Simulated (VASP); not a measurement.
## MoPt3: single point with LDA

MoPt3:

```
CELL_PARAMETERS angstrom
3.97952 0.00000 0.00000
0.00000 3.97952 0.00000
0.00000 0.00000 3.97952
ATOMIC_POSITIONS crystal
Mo 0.00000 0.00000 0.00000
Pt 0.50000 0.50000 0.00000
Pt 0.50000 0.00000 0.50000
Pt 0.00000 0.50000 0.50000
```

```json
{
 "Program": "VASP 6.6.1",
 "Task": "single point",
 "Functional": "LDA",
 "Potentials or basis": "VASP PAW LDA potentials, release 64 (Mo_sv, Pt)",
 "Cutoff": "500 eV",
 "k mesh": "6 × 6 × 6",
 "Occupations": "methfessel-paxton, width 0.1 eV",
 "Spin": "no spin polarisation"
}
```

The pressure is -16.8 GPa. The band gap on the k mesh is zero (band 22 reaches 12.51 eV, above the bottom of band 23 at 11.00 eV).

Levels at points of the mesh, in eV from the Fermi level:
| k point | band 19 | band 20 | band 21 | band 22 | band 23 | band 24 | band 25 | band 26 |
| --- | --- | --- | --- | --- | --- | --- | --- | --- |
| (0.00, 0.00, 0.00) | -0.07 | -0.07 | 1.20 | 1.20 | 1.75 | 1.75 | 1.75 | 2.09 |
| (0.50, 0.00, 0.00) | -2.51 | -1.37 | -0.81 | -0.81 | -0.07 | -0.05 | 0.41 | 2.03 |
| (0.50, 0.50, 0.00) | -2.94 | -2.30 | -2.15 | -0.31 | -0.31 | -0.26 | 1.33 | 1.33 |
| (0.50, 0.50, 0.50) | -0.52 | -0.52 | -0.31 | -0.31 | -0.31 | 0.98 | 0.98 | 0.98 |

Run time: 17 s on 1 thread of Intel(R) Xeon(R) 6975P-C (Granite Rapids), with other jobs on the host, peak memory 0.16 GiB.

Caveat: spin-orbit coupling is left out, which moves the levels of the heavy elements.
